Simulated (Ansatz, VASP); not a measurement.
**Two plane-wave programs on Ta2SiO2**

```
Ta Si O
1.0
     3.56365    0.00000    0.00000
    -1.78183    3.08622    0.00000
     0.00000    0.00000    4.97760
Ta Si O
2 1 2
Direct
  0.66667 0.33333 0.61558
  0.33333 0.66667 0.38442
  0.00000 0.00000 0.00000
  0.33333 0.66667 0.86955
  0.66667 0.33333 0.13045
```

Alike in both runs: task single point; functional PBE; k mesh 6 × 6 × 4; occupations gaussian, width 0.1 eV; collinear spin.

|  | VASP | Ansatz |
| --- | --- | --- |
| version | VASP 6.6.1 | Ansatz 0.2.0 |
| potentials or method | VASP PAW PBE potentials, release 64 (Ta_pv, Si, O), cutoff 520 eV | scalar-relativistic, plane waves, PAW |
| valence electrons in the cell | 38 | 42 |

Ansatz gave:

| Item | Value |
| --- | --- |
| gap on the k mesh at the Fermi level (eV) | none |
| rms of the force components (eV/Å) | 3.148 |
| net moment per atom (μB) | 0.00 |

Question: Estimate VASP's values.

Answer: gap on the k mesh at the Fermi level (eV): none; rms of the force components (eV/Å): 3.184; net moment per atom (μB): 0.00.

Atom by atom the forces differ by 0.038 eV/Å (rms over components). A gap of «none» marks a metal or a gap that the smearing closes. With one functional, cell and mesh, what is left measures potentials, basis and numerics. VASP's potentials hold 38 valence electrons a cell and Ansatz's 42, so a difference there can come from the potentials and not from the codes. Ansatz's warnings: seeded moment not kept.

Spin-orbit coupling is off throughout.
